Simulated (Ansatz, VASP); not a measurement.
## Two plane-wave programs on SiO2

```
CELL_PARAMETERS angstrom
4.94987 0.00000 0.00000
0.00000 4.94987 0.00000
0.00000 0.00000 7.17947
ATOMIC_POSITIONS crystal
Si 0.00000 0.00000 0.00000
Si 0.00000 0.50000 0.25000
Si 0.50000 0.50000 0.50000
Si 0.50000 0.00000 0.75000
O 0.10027 0.25000 0.12500
O 0.25000 0.60027 0.37500
O 0.75000 0.39973 0.37500
O 0.89973 0.75000 0.12500
O 0.60027 0.75000 0.62500
O 0.75000 0.10027 0.87500
O 0.25000 0.89973 0.87500
O 0.39973 0.25000 0.62500
```

Alike in both runs: task single point; functional LDA; k mesh 6 × 6 × 4; occupations gaussian, width 0.02 eV; no spin polarisation.

|  | VASP | Ansatz |
| --- | --- | --- |
| version | VASP 6.6.1 | Ansatz 0.2.0 |
| potentials or method | VASP PAW LDA potentials, release 64 (Si, O), cutoff 520 eV | scalar-relativistic, plane waves, PAW |
| valence electrons in the cell | 64 | 64 |

VASP gave:

| Property | Result |
| --- | --- |
| gap on the k mesh at the Fermi level (eV) | 5.79 |
| least direct gap on the mesh (eV) | 5.79 |
| pressure (GPa) | 0.9 |
| traceless stress, the component that is largest in VASP (GPa) | 0.69 |
| rms of the force components (eV/Å) | 0.013 |

Question: Which values does Ansatz return?

Answer: gap on the k mesh at the Fermi level (eV): 5.79; least direct gap on the mesh (eV): 5.79; pressure (GPa): 0.3; traceless stress, the component that is largest in VASP (GPa): 0.68; rms of the force components (eV/Å): 0.000.

LDA's correlation is that of Perdew and Zunger in VASP and of Perdew and Wang (1992) in Ansatz. Atom by atom the forces differ by 0.013 eV/Å (rms over components).
